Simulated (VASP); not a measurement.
# HfSiO4 (I4_1/amd) in VASP: further runs, part 2 of 2

VASP 6.6.1. Earlier steps stand in the parts before.

### 3 Single point, PBE

This run uses another cell than the first one, of 11.07 Å³/atom.

Contents of INCAR:

```
  PREC = Accurate
  ENCUT = 520
  EDIFF = 1E-6
  ISMEAR = 0
  SIGMA = 0.02
  LREAL = F
  LASPH = T
  NELM = 80
  ALGO = Normal
  ISIF = 2
  LWAVE = F
  LCHARG = F
  GGA = PE
  NBANDS = 50
```

Contents of KPOINTS:

```
regular mesh
0
Gamma
  6 6 6
```

Contents of POSCAR:

```
HfSiO4
1.0
   -3.3227449946      3.3227449946      3.0072240144
    3.3227449946     -3.3227449946      3.0072240144
    3.3227449946      3.3227449946     -3.0072240144
Hf Si O
2 2 8
Direct
    0.7500000000      0.2500000000      0.5000000000
    0.0000000000      0.0000000000      0.0000000000
    0.2500000000      0.7500000000      0.5000000000
    0.5000000000      0.5000000000      0.0000000000
    0.1347369489      0.3189317936      0.8158051553
    0.0689317936      0.7531266383      0.6841948447
    0.5031266383      0.3189317936      0.1841948447
    0.0689317936      0.3847369489      0.3158051553
    0.6152630511      0.9310682064      0.6841948447
    0.6810682064      0.8652630511      0.1841948447
    0.2468733617      0.9310682064      0.3158051553
    0.6810682064      0.4968733617      0.8158051553
```

Potentials or basis: VASP PAW PBE potentials, release 64 (Hf_pv, Si, O).

Launch:

```console
$ cat potpaw_PBE.64/Hf_pv/POTCAR potpaw_PBE.64/Si/POTCAR potpaw_PBE.64/O/POTCAR > POTCAR
$ mpirun -np 1 vasp_std > vasp.out
```

OUTCAR:

```text
PREC = Accurate
   ENCUT = 520
   EDIFF = 1E-6
   ISMEAR = 0
   LREAL = F
   LASPH = T
   NELM = 80
   ISIF = 2
   GGA = PE

 ion  position               nearest neighbor table
   1  0.750  0.250  0.500-   5 2.14   7 2.14  10 2.14  12 2.14   6 2.28  11 2.28   9 2.28   8 2.28
                             3 3.01   3 3.01   2 3.65   2 3.65   2 3.65   2 3.65
   2  0.000  0.000  0.000-   6 2.14   8 2.14   9 2.14  11 2.14   7 2.28  12 2.28   5 2.28  10 2.28
                             4 3.01   4 3.01   1 3.65   1 3.65   1 3.65   1 3.65
   3  0.250  0.750  0.500-   6 1.64  11 1.64   9 1.64   8 1.64   1 3.01   1 3.01
   4  0.500  0.500  0.000-   7 1.64  12 1.64  10 1.64   5 1.64   2 3.01   2 3.01
   5  0.135  0.319  0.816-   4 1.64   1 2.14   2 2.28
   6  0.069  0.753  0.684-   3 1.64   2 2.14   1 2.28
   7  0.503  0.319  0.184-   4 1.64   1 2.14   2 2.28
   8  0.069  0.385  0.316-   3 1.64   2 2.14   1 2.28
   9  0.615  0.931  0.684-   3 1.64   2 2.14   1 2.28
  10  0.681  0.865  0.184-   4 1.64   1 2.14   2 2.28
  11  0.247  0.931  0.316-   3 1.64   2 2.14   1 2.28
  12  0.681  0.497  0.816-   4 1.64   1 2.14   2 2.28

  LATTYP: Found a body centered tetragonal cell.
 ALAT       =     6.6454899892
 C/A-ratio  =     0.9050420719

  Lattice vectors:

 A1 = (  -3.3227449946,   3.3227449946,   3.0072240144)
 A2 = (   3.3227449946,  -3.3227449946,   3.0072240144)
 A3 = (   3.3227449946,   3.3227449946,  -3.0072240144)

Analysis of symmetry for initial positions (statically):
=====================================================================
 Subroutine PRICEL returns:
 Original cell was already a primitive cell.

 Routine SETGRP: Setting up the symmetry group for a
 body centered tetragonal supercell.

 Subroutine GETGRP returns: Found 16 space group operations
 (whereof  8 operations were pure point group operations)
 out of a pool of 16 trial point group operations.

The static configuration has the point symmetry D_2d.
 The point group associated with its full space group is D_4h.

Analysis of symmetry for dynamics (positions and initial velocities):
=====================================================================
 Subroutine PRICEL returns:
 Original cell was already a primitive cell.

 Routine SETGRP: Setting up the symmetry group for a
 body centered tetragonal supercell.

 Subroutine GETGRP returns: Found 16 space group operations
 (whereof  8 operations were pure point group operations)
 out of a pool of 16 trial point group operations.

The dynamic configuration has the point symmetry D_2d.
 The point group associated with its full space group is D_4h.

 Subroutine INISYM returns: Found 16 space group operations
 (whereof  8 operations are pure point group operations),
 and found     1 'primitive' translations

----------------------------------------------------------------------------------------

                                     Primitive cell

  volume of cell :     132.8066

  direct lattice vectors                    reciprocal lattice vectors
[... 90 lines left out ...]
   number of dos      NEDOS =    301   number of ions     NIONS =     12
   total plane-waves  NPLWV =  74088
   dimension x,y,z NGX =    42 NGY =   42 NGZ =   42
   dimension x,y,z NGXF=    84 NGYF=   84 NGZF=   84
   ions per type =               2   2   8
   NGX,Y,Z   is equivalent  to a cutoff of  12.52, 12.52, 12.52 a.u.
   NGXF,Y,Z  is equivalent  to a cutoff of  25.03, 25.03, 25.03 a.u.
 SYSTEM =  unknown system
   PREC   = accura    normal or accurate (medium, high low for compatibility)
   ISTART =      0    job   : 0-new  1-cont  2-samecut
   ICHARG =      2    charge: 1-file 2-atom 10-const
   ISPIN  =      1    spin polarized calculation?
   LNONCOLLINEAR =      F non collinear calculations
   LSORBIT =      F    spin-orbit coupling
   LASPH  =      T    aspherical Exc in radial PAW
   ENCUT  =  520.0 eV  38.22 Ry    6.18 a.u.  10.37 10.37 10.37*2*pi/ulx,y,z
   NELM   =     80;   NELMIN=  2; NELMDL= -5     # of ELM steps
   EDIFF  = 0.1E-05   stopping-criterion for ELM
   LREAL  =      F    real-space projection
   EDIFFG = 0.1E-04   stopping-criterion for IOM
   NSW    =      0    number of steps for IOM
   IBRION =     -1    ionic relax: 0-MD 1-quasi-New 2-CG
   NFREE  =      0    steps in history (QN), initial steepest desc. (CG)
   ISIF   =      2    stress and relaxation
   ISYM   =      2    0-nonsym 1-usesym 2-fastsym
   POTIM  = 0.5000    time-step for ionic-motion
   TEBEG  =    0.0;   TEEND  =   0.0 temperature during run
   PSTRESS=    0.0 pullay stress
   NELECT =      76.0000    total number of electrons
   NUPDOWN=      -1.0000    fix difference up-down
   EMIN   =  10.00;   EMAX   =-10.00  energy-range for DOS
   EFERMI =   0.00;   METHOD = LEGACY
   ISMEAR =     0;   SIGMA  =   0.02  broadening in eV -4-tet -1-fermi 0-gaus
   EFERMI_NEDOS =   21; number of points for ismear=-14 and -15
   IALGO  =     38    algorithm
   IMIX   =      4    mixing-type and parameters
     AMIX     =   0.40;   BMIX     =  1.00
     AMIX_MAG =   1.60;   BMIX_MAG =  1.00
  volume/ion in A,a.u.               =      11.07        74.69
  Fermi-wavevector in a.u.,A,eV,Ry     =   1.359167  2.568453 25.134511  1.847334
  Thomas-Fermi vector in A             =   2.485938
   LORBIT       =      0    0 simple, 1 ext, 2 COOP (PROOUT), +10 PAW based schemes
   GGA     = PE    functional components
   LHFCALC =     F    Hartree Fock is set to
   AEXX    =    0.0000 exact exchange contribution
   IVDW    =     0    specifies the selected vdW correction
   LEPSILON=     F    determine dielectric tensor
   LRPA    =     F    only Hartree local field effects (RPA)
 non-spin polarized calculation
 Gauss-broadening in eV      SIGMA  =   0.02
  energy-cutoff  :      520.00
  volume of cell :      132.81
 maximum number of plane-waves:      3595
 NGX is ok and might be reduce to    42
   NGX = 21   NGY = 21   NGZ = 21

 number of electron      76.0000017 magnetization

 Free energy of the ion-electron system (eV)
  ---------------------------------------------------
  ext. energy  EPLUGINS =         0.00000000
  ---------------------------------------------------
  free energy    TOTEN  =      -108.65807921 eV

  energy without entropy =     -108.65807921  energy(sigma->0) =     -108.65807921

 E-fermi :   3.1492     XC(G=0): -10.9389

 val. band max:        3.0550901855   @ k =   0.0000   0.0000   0.0000
 cond. band min:       8.3249463352   @ k =   0.3333   0.3333   0.1667
 fundamental gap:      5.2698561496
 Fermi energy:         3.1492095887

 k-point     1 :       0.0000    0.0000    0.0000
  band No.  band energies     occupation
      1     -26.4109      2.00000
      2     -26.4109      2.00000
      3     -26.3508      2.00000
      4     -26.3417      2.00000
      5     -26.2561      2.00000
      6     -26.2561      2.00000
[... 1261 lines left out ...]
     49      11.6106      0.00000
     50      12.5785      0.00000

 [... further k-points ...]

------------------------ aborting loop because EDIFF is reached ----------------------------------------

  FORCE on cell =-STRESS in cart. coord.  units (eV):
  Direction    XX          YY          ZZ          XY          YZ          ZX
  --------------------------------------------------------------------------------------
  -------------------------------------------------------------------------------------
  Total       -1.4208711     -1.4208711     -1.1470447      0.0000000      0.0000000      0.0000000
  in kB      -17.1413670    -17.1413670    -13.8379295      0.0000000      0.0000000      0.0000000
  external PRESSURE =     -16.0402212 kB  Pullay stress =       0.0000000 kB

 VOLUME and BASIS-vectors are now :
 -----------------------------------------------------------------------------
  energy-cutoff  :      520.00
  volume of cell :      132.81
      direct lattice vectors                 reciprocal lattice vectors
    -3.322744995  3.322744995  3.007224014     0.000000000  0.150477994  0.166266297
     3.322744995 -3.322744995  3.007224014     0.150477994  0.000000000  0.166266297
     3.322744995  3.322744995 -3.007224014     0.150477994  0.150477994  0.000000000

 POSITION                                       TOTAL-FORCE (eV/Angst)
 -----------------------------------------------------------------------------------
      0.00000      3.32274      1.50361        -0.000000      0.000000      0.000000
      0.00000      0.00000      0.00000        -0.000000      0.000000     -0.000000
      3.32274      0.00000      1.50361        -0.000000      0.000000     -0.000000
      0.00000      0.00000      3.00722        -0.000000      0.000000     -0.000000
      3.32274      2.09868     -1.08903         0.000000     -0.127522     -0.133912
      4.54681      0.00000      0.41459         0.127522      0.000000     -0.133912
      0.00000      1.22406      1.91820        -0.000000      0.127522     -0.133912
      2.09868      0.00000      0.41459        -0.127522      0.000000     -0.133912
      3.32274      1.22406      2.59264        -0.000000      0.127522      0.133912
      1.22406      0.00000      4.09625         0.127522     -0.000000      0.133912
      3.32274     -1.22406      2.59264        -0.000000     -0.127522      0.133912
      2.09868      3.32274      1.08903        -0.127522      0.000000      0.133912
 -----------------------------------------------------------------------------------
    total drift:                                0.000000      0.000000     -0.000000

  FREE ENERGIE OF THE ION-ELECTRON SYSTEM (eV)
  ---------------------------------------------------
  free  energy   TOTEN  =      -108.6580792133 eV

  energy  without entropy=     -108.6580792133  energy(sigma->0) =     -108.65807921
```

It took 5.4 min on 1 thread of Intel Xeon 8259CL, shared host; peak memory 0.35 GiB.

Results:

* Free energy: -108.6581 eV
* Pressure: -1.6 GPa
* Largest force: 0.185 eV/Å
* Band gap on the k mesh: 5.27 eV (least direct gap 5.60 eV)

Forces in eV/Å, atoms in the order of the input:
```
Hf   0.000  0.000  0.000
Hf   0.000  0.000  0.000
Si   0.000  0.000  0.000
Si   0.000  0.000  0.000
O    0.000 -0.128 -0.134
O    0.128  0.000 -0.134
O    0.000  0.128 -0.134
O   -0.128  0.000 -0.134
O    0.000  0.128  0.134
O    0.128  0.000  0.134
O    0.000 -0.128  0.134
O   -0.128  0.000  0.134
```

Levels at points of the mesh, in eV from the valence-band top:
| k point | band 34 | band 35 | band 36 | band 37 | band 38 | band 39 | band 40 | band 41 | band 42 | band 43 |
| --- | --- | --- | --- | --- | --- | --- | --- | --- | --- | --- |
| (0.00, 0.00, 0.00) | -0.69 | -0.60 | -0.60 | -0.53 | 0.00 | 5.60 | 5.91 | 5.96 | 6.04 | 6.04 |
| (0.50, 0.00, 0.00) | -1.11 | -0.95 | -0.80 | -0.24 | -0.22 | 5.50 | 5.66 | 6.39 | 6.54 | 6.66 |
| (0.50, 0.50, 0.00) | -0.97 | -0.89 | -0.89 | -0.58 | -0.58 | 5.28 | 5.28 | 6.35 | 6.35 | 6.35 |
| (0.50, 0.50, 0.50) | -1.29 | -1.07 | -1.07 | -0.89 | -0.89 | 6.06 | 6.06 | 6.38 | 6.38 | 6.53 |

Caveat: spin-orbit coupling is left out, which moves the levels of the heavy elements. Expect the measured gap to be larger: semilocal functionals such as PBE lack the derivative discontinuity.
